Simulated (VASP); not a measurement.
Li:

```
CELL_PARAMETERS angstrom
3.11100 0.00000 0.00000
-1.55550 2.69421 0.00000
0.00000 0.00000 5.09300
ATOMIC_POSITIONS crystal
Li 0.33333 0.66667 0.25000
Li 0.66667 0.33333 0.75000
```

- Program: VASP 6.6.1
- Task: relaxation of cell and atoms
- Functional: PBEsol
- Potentials or basis: VASP PAW PBE potentials, release 64 (Li_sv)
- Cutoff: 600 eV
- k mesh: 21 × 21 × 12
- Occupations: gaussian, width 0.1 eV
- Spin: no spin polarisation

At the start: pressure -0.8 GPa; volume 21.34 Å³/atom.

How do energy, volume and symmetry change on relaxing?

Over 4 steps the energy falls by 3.6 meV/atom and the volume is 19.96 Å³/atom (-6.5 %); space group P6_3/mmc (No. 194, to 0.05 Å).

The path:
| step | energy change (eV) | largest force (eV/Å) | pressure (GPa) | volume (Å³) |
| --- | --- | --- | --- | --- |
| 1 | 0.0000 | 0.0000 | -0.80 | 42.69 |
| 2 | -0.0029 | 0.0000 | -0.63 | 42.03 |
| 3 | -0.0072 | 0.0000 | -0.06 | 40.11 |
| 4 | -0.0072 | 0.0000 | 0.00 | 39.92 |

Final structure:
```xyz
2
Lattice="3.0453 0.0000 0.0000 -1.5226 2.6373 0.0000 0.0000 0.0000 4.9708" Properties=species:S:1:pos:R:3 pbc="T T T"
Li    0.0000    1.7582    1.2427
Li    1.5226    0.8791    3.7281
```

Caveat: the cutoff is under 1.25 times the usual one of these potentials, so pressure, stress and relaxed cells hold a basis-set (Pulay) error; the PAW data sets were made with another functional, which shifts forces and pressure a little.
